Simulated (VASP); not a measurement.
Ni, 1 atom in the cell. The structure is cubic, space group Fm-3m (No. 225). The conventional cell has a = 3.421 Å, b = 3.421 Å, c = 3.421 Å, α = 90.00°, β = 90.00°, γ = 90.00°. Ni (site symmetry m-3m) has 12 Ni at 2.42 Å within 3.2 Å. 

```yaml
Program: VASP 6.6.1
Task: single point
Functional: LDA
Potentials_or_basis: VASP PAW LDA potentials, release 64 (Ni)
Cutoff: 600 eV
k_mesh: 16 × 16 × 16
Occupations: methfessel-paxton, width 0.2 eV
Spin: no spin polarisation
Dipole_correction: no
Further_INCAR_settings: ALGO = Normal; EDIFF = 1e-06; NBANDS = 11
```

Potentials or basis: VASP PAW LDA potentials, release 64 (Ni).

The run is started by

```console
$ cat potpaw_LDA.64/Ni/POTCAR > POTCAR
$ mpirun -np 1 vasp_std > vasp.out
```

Hardware: 1 thread of Intel Xeon 6975P-C, with other jobs on the host.

Task: How long does it take, and how much memory?

Result: Run time: 14 s on 1 thread of Intel Xeon 6975P-C, with other jobs on the host, peak memory 0.13 GiB. Counts: scf iterations 12, k points 145.
